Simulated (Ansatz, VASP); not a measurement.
**One calculation of La3O, two programs**

```xyz
4
Lattice="-2.9267 2.9267 2.9267 2.9267 -2.9267 2.9267 2.9267 2.9267 -2.9267" Properties=species:S:1:pos:R:3 pbc="T T T"
La    2.9267    0.0000    0.0000
La    0.0000    2.9267    0.0000
La    0.0000    0.0000    2.9267
O     0.0000    0.0000    0.0000
```

Change from the starting cell: species swapped into the Sb3Au type (Im-3m, No. 229).

Alike in both runs: functional PBE; k mesh 12 × 12 × 12; occupations gaussian, width 0.1 eV; no spin polarisation.

Ansatz relaxed the structure, and its values are those at the end. VASP's run is a single point on that final structure, the one shown.

|  | VASP | Ansatz |
| --- | --- | --- |
| version | VASP 6.6.1 | Ansatz 0.2.0 |
| potentials or method | VASP PAW PBE potentials, release 64 (La, O), cutoff 520 eV | scalar-relativistic, plane waves, PAW |
| valence electrons in the cell | 39 | 39 |

|  | VASP | Ansatz | Ansatz less VASP |
| --- | --- | --- | --- |
| gap on the k mesh at the Fermi level (eV) | none | none | - |
| pressure (GPa) | -0.1 | 0.0 | +0.05 |

A gap of «none» marks a metal or a gap that the smearing closes. The functional is the same, so the differences come from potentials, cutoffs and numerics.

Neither program's run includes spin-orbit coupling.
